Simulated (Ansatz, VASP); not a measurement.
**One calculation of Ca2Zn, two programs**

INCAR

```
PREC     = Accurate       # precision mode
ENCUT    = 520            # plane-wave cutoff, eV
EDIFF    = 1E-7           # SCF threshold, eV
ISMEAR   = -1             # smearing method
SIGMA    = 0.05           # smearing width, eV
LREAL    = F              # projectors in reciprocal space
LASPH    = T              # aspherical terms in the spheres
NELM     = 80             # most SCF steps
ALGO     = Normal         # electronic algorithm
ISIF     = 2              # what is computed and relaxed
LWAVE    = F              # write WAVECAR
LCHARG   = F              # write CHGCAR
GGA      = CA             # functional
NBANDS   = 41             # bands
```

File KPOINTS:

```
regular mesh
0
Gamma
  3 3 6
```

The input POSCAR:

```
Ca2Zn
1.0
    7.6523030991      0.0000000000      0.0000000000
    0.0000000000      7.6523030991      0.0000000000
    0.0000000000      0.0000000000      4.0509808970
Ca Zn
4 2
Direct
    0.2821600000      0.2821600000      0.0000000000
    0.7178400000      0.7178400000      0.0000000000
    0.2178400000      0.7821600000      0.5000000000
    0.7821600000      0.2178400000      0.5000000000
    0.0000000000      0.0000000000      0.0000000000
    0.5000000000      0.5000000000      0.5000000000
```

Input for Ansatz:

```yaml
crystal:
  lattice:
    - [7.652303099117207, 0.0, 0.0]
    - [0.0, 7.652303099117207, 0.0]
    - [0.0, 0.0, 4.050980897003602]
  atoms:
    - { symbol: Ca, position: [0.28216, 0.28216, 0.0] }
    - { symbol: Ca, position: [0.71784, 0.71784, 0.0] }
    - { symbol: Ca, position: [0.21784, 0.78216, 0.5] }
    - { symbol: Ca, position: [0.78216, 0.21784, 0.5] }
    - { symbol: Zn, position: [0.0, 0.0, 0.0] }
    - { symbol: Zn, position: [0.5, 0.5, 0.5] }
accuracy: low
basis:
  ecutwfc: 500.0
kpoints:
  mp_grid:
    grid: [3, 3, 6]
hamiltonian:
  xc: lda
scf:
  occupations:
    method: fermi_dirac
    width: 0.05
output:
  stress: true
```

Alike in both runs: task single point; functional LDA; k mesh 3 × 3 × 6; occupations fermi-dirac, width 0.05 eV; no spin polarisation.

|  | VASP | Ansatz |
| --- | --- | --- |
| version | VASP 6.6.1 | Ansatz 0.2.0 |
| potentials or method | VASP PAW LDA potentials, release 64 (Ca_sv, Zn), cutoff 520 eV | plane waves, PAW |
| valence electrons in the cell | 64 | 64 |

|  | VASP | Ansatz | Ansatz less VASP |
| --- | --- | --- | --- |
| pressure (GPa) | -3.4 | -3.5 | -0.04 |
| traceless stress, the component that is largest in VASP (GPa) | 0.81 | 0.81 | +0.007 |

LDA's correlation is that of Perdew and Zunger in VASP and of Perdew and Wang (1992) in Ansatz.
